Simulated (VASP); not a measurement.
LiF: single point with PBE

LiF:

```xyz
2
Lattice="0.0000 2.0348 1.9697 2.0348 0.0000 1.9697 2.0348 2.0348 0.0000" Properties=species:S:1:pos:R:3 pbc="T T T"
Li    0.0000    0.0000    0.0000
F     2.0348    2.0348    1.9697
```

This cell differs from its parent crystal: epitaxial xy strain +2.0%.

```json
{
 "Program": "VASP 6.6.1",
 "Task": "single point",
 "Functional": "PBE",
 "Potentials or basis": "VASP PAW PBE potentials, release 64 (Li_sv, F)",
 "Cutoff": "520 eV",
 "k mesh": "10 × 10 × 10",
 "Occupations": "fermi-dirac, width 0.02 eV",
 "Spin": "no spin polarisation",
 "Dipole correction": "no",
 "Further INCAR settings": "ALGO = Normal; EDIFF = 1e-07; NBANDS = 12"
}
```

```yaml
Band_gap_on_the_k_mesh: 9.07 eV, direct
```

Levels at points of the mesh, in eV from the valence-band top:
| k point | band 3 | band 4 | band 5 | band 6 | band 7 | band 8 |
| --- | --- | --- | --- | --- | --- | --- |
| (0.00, 0.00, 0.00) | -0.08 | 0.00 | 0.00 | 9.07 | 23.72 | 23.72 |
| (0.50, 0.00, 0.00) | -2.55 | -0.29 | -0.22 | 10.76 | 16.73 | 18.60 |
| (0.50, 0.50, 0.00) | -3.02 | -1.09 | -1.09 | 15.21 | 16.17 | 17.50 |
| (0.50, 0.00, 0.50) | -3.05 | -1.10 | -0.89 | 14.61 | 16.62 | 17.43 |

Run time: 7.3 s on 1 thread of Intel(R) Xeon(R) 6975P-C (Granite Rapids) (shared host), peak memory 0.13 GiB.

Caveat: the cell differs from its parent crystal (epitaxial xy strain +2.0%). A k mesh can miss the band edges.
